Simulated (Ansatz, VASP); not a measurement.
AlRu: VASP beside Ansatz

Contents of INCAR:

```
SYSTEM = AlRu
ALGO     = Normal         ! electronic algorithm
DIPOL    = 0.5 0.5 0.500
EDIFF    = 1E-6           ! SCF threshold, eV
ENCUT    = 400            ! plane-wave cutoff, eV
GGA      = PE             ! functional
GGA_COMPAT= .False.      
IDIPOL   = 3            
ISIF     = 2              ! what is computed and relaxed
ISMEAR   = -1             ! smearing method
LASPH    = .True.         ! aspherical terms in the spheres
LCHARG   = .False.        ! write CHGCAR
LDIPOL   = .True.       
LREAL    = .False.        ! projectors in reciprocal space
LWAVE    = .False.        ! write WAVECAR
NBANDS   = 44             ! bands
NELM     = 120            ! most SCF steps
NELMDL   = -8           
PREC     = Accurate       ! precision mode
SIGMA    = 0.15           ! smearing width, eV
```

File KPOINTS:

```
k-points
0
Gamma
  6 6 1
  0 0 0
```

POSCAR

```
AlRu
1.0
    2.9916000000      0.0000000000      0.0000000000
    0.0000000000      2.9916000000      0.0000000000
    0.0000000000      0.0000000000     24.4706000000
Al Ru
4 4
Direct
    0.0000000000      0.0000000000      0.2860575548
    0.0000000000      0.0000000000      0.4083103806
    0.0000000000      0.0000000000      0.5305632065
    0.0000000000      0.0000000000      0.6528160323
    0.5000000000      0.5000000000      0.3471839677
    0.5000000000      0.5000000000      0.4694367935
    0.5000000000      0.5000000000      0.5916896194
    0.5000000000      0.5000000000      0.7139424452
```

Input for Ansatz:

```yaml
crystal:
  lattice:
    - [2.9916, 0.0, 0.0]
    - [0.0, 2.9916, 0.0]
    - [0.0, 0.0, 24.4706]
  atoms:
    - { symbol: Al, position: [0.0, 0.0, 0.2860575547800217] }
    - { symbol: Ru, position: [0.5, 0.5, 0.3471839677000155] }
    - { symbol: Al, position: [0.0, 0.0, 0.4083103806200093] }
    - { symbol: Ru, position: [0.5, 0.5, 0.4694367935400031] }
    - { symbol: Al, position: [0.0, 0.0, 0.5305632064599969] }
    - { symbol: Ru, position: [0.5, 0.5, 0.5916896193799907] }
    - { symbol: Al, position: [0.0, 0.0, 0.6528160322999845] }
    - { symbol: Ru, position: [0.5, 0.5, 0.7139424452199783] }
kpoints:
  mp_grid:
    grid: [6, 6, 1]
hamiltonian:
  xc: pbe
efield:
  axis: 3
  dipole_correction: true
scf:
  occupations:
    method: fermi_dirac
    width: 0.15
output:
  write_potential: true
  forces: true
```

Alike in both runs: task single point; functional PBE; k mesh 6 × 6 × 1; occupations fermi-dirac, width 0.15 eV; no spin polarisation.

|  | VASP | Ansatz |
| --- | --- | --- |
| version | VASP 6.6.1 | Ansatz 0.2.0 |
| potentials or method | VASP PAW PBE potentials, release 64 (Al, Ru_pv) | plane waves, PAW |
| plane-wave cutoff (eV) | 400 | 420 |
| valence electrons in the cell | 68 | 76 |

VASP gave:

- gap on the k mesh at the Fermi level (eV): none
- rms of the force components (eV/Å): 0.413

**Question.** What did Ansatz give for the same quantities?

**Answer.** gap on the k mesh at the Fermi level (eV): none; rms of the force components (eV/Å): 0.416.

A gap of «none» marks a metal or a gap that the smearing closes. The functional is the same, so the differences come from potentials, cutoffs and numerics. VASP's potentials hold 68 valence electrons a cell and Ansatz's 76, so a difference there can come from the potentials and not from the codes. Ansatz's warnings: vacuum density over bound, xc potential rough in thin density.
